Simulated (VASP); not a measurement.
Write the native input for VASP 6.6.1 that does the following.

| Property | Result |
| --- | --- |
| Task | relaxation of cell and atoms |
| Functional | PBE |
| Potentials or basis | VASP PAW PBE potentials, release 64 (Li_sv, Be, P) |
| Cutoff | 600 eV |
| k mesh | 6 × 6 × 4 |
| Occupations | gaussian, width 0.1 eV |
| Spin | no spin polarisation |
| Dipole correction | no |
| Further INCAR settings | ALGO = Normal; EDIFF = 1e-07; IBRION = 2; EDIFFG = -0.04; NSW = 90; ISIF = 3 |

The structure of Li4BeP2 lies in POSCAR:

```
Li4BeP2
1.0
    4.3172405600      0.0000000000      0.0000000000
   -2.1586202800      3.7388400000      0.0000000000
    0.0000000000      0.0000000000      6.1543863700
Li Be P
4 1 2
Direct
    0.5000000000      0.0000000000      0.5000000000
    0.0000000000      0.5000000000      0.5000000000
    0.5000000000      0.5000000000      0.5000000000
    0.0000000000      0.0000000000      0.0000000000
    0.0000000000      0.0000000000      0.5000000000
    0.3333333300      0.6666666700      0.0000000000
    0.6666666700      0.3333333300      0.0000000000
```

The cell was built from a structure type or drawn by symmetry, and may not be a known phase.

These files were run (other wordings do the same):

INCAR

```
PREC = Accurate
ENCUT = 600
EDIFF = 1E-7
ISMEAR = 0
SIGMA = 0.1
LREAL = False
LASPH = True
NELM = 80
ALGO = Normal
ISIF = 3
LWAVE = False
LCHARG = False
GGA = PE
IBRION = 2
NSW = 90
EDIFFG = -0.04
```

KPOINTS

```
regular mesh
0
Gamma
  6 6 4
```

Potentials or basis: VASP PAW PBE potentials, release 64 (Li_sv, Be, P).

The run is started by

```console
$ cat potpaw_PBE.64/Li_sv/POTCAR potpaw_PBE.64/Be/POTCAR potpaw_PBE.64/P/POTCAR > POTCAR
$ mpirun -np 1 vasp_std > vasp.out
```

Results of the run:

| Quantity | Value |
| --- | --- |
| Relaxed volume | 13.96 Å³/atom |
| Relaxed cell | a = 5.096 Å, b = 5.096 Å, c = 4.345 Å, α = 90.00°, β = 90.00°, γ = 120.00° |
| Space group after relaxing (to 0.1 Å) | P6/mmm (No. 191) |
| Energy gained by relaxing | 647.2 meV/atom |
| Ionic steps | 11 |
| Pressure after relaxing | -0.3 GPa |
| Band gap on the k mesh | zero (bands 12 and 13 overlap by 1.67 eV) |

Caveat: the cutoff is under 1.25 times the usual one of these potentials, so pressure, stress and relaxed cells hold a basis-set (Pulay) error; a cell axis changed by over 15 % at a fixed basis, so the end point is rough.

Wall time 15 min on 1 thread of Intel Xeon 8259CL, with other jobs on the host, peak memory 0.26 GiB.
